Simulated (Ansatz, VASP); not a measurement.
One calculation of TiC, two programs

INCAR

```
  PREC = Accurate
  ENCUT = 600
  EDIFF = 1E-6
  ISMEAR = 0
  SIGMA = 0.1
  LREAL = F
  LASPH = T
  NELM = 120
  ALGO = Normal
  ISIF = 2
  LWAVE = F
  LCHARG = F
  GGA = PS
  NBANDS = 15
  GGA_COMPAT = F
```

The input KPOINTS:

```
Automatic mesh
0
Gamma
  16 16 16
```

The input POSCAR:

```
TiC
1.0
    0.0000000000      2.1466167657      2.1466167657
    2.1466167657      0.0000000000      2.1466167657
    2.1466167657      2.1466167657      0.0000000000
Ti C
1 1
Direct
    0.0000000000      0.0000000000      0.0000000000
    0.5000000000      0.5000000000      0.5000000000
```

Input for Ansatz:

```yaml
crystal:
  lattice:
    - [0.0, 2.1466167657, 2.1466167657]
    - [2.1466167657, 0.0, 2.1466167657]
    - [2.1466167657, 2.1466167657, 0.0]
  atoms:
    - { symbol: Ti, position: [0.0, 0.0, 0.0] }
    - { symbol: C, position: [0.5, 0.5, 0.5] }
basis:
  ecutwfc: 600.0
kpoints:
  mp_grid: { grid: [16, 16, 16] }
hamiltonian:
  xc: pbesol
scf:
  occupations: { method: gaussian, width: 0.1 }
output:
  forces: true
  stress: true
  eigenvalues: true
```

Alike in both runs: task single point; functional PBEsol; k mesh 16 × 16 × 16; occupations gaussian, width 0.1 eV; no spin polarisation.

|  | VASP | Ansatz |
| --- | --- | --- |
| version | VASP 6.6.1 | Ansatz 0.2.0 |
| potentials or method | VASP PAW PBE potentials, release 64 (Ti_sv, C), cutoff 600 eV | scalar-relativistic, plane waves, PAW |
| valence electrons in the cell | 16 | 16 |

Ansatz gave:

| Item | Value |
| --- | --- |
| gap on the k mesh at the Fermi level (eV) | none |
| pressure (GPa) | 0.0 |

What did VASP give for the same quantities?

gap on the k mesh at the Fermi level (eV): none; pressure (GPa): 0.2.

VASP's potentials were made for PBE, not for PBEsol. A gap of «none» marks a metal or a gap that the smearing closes.
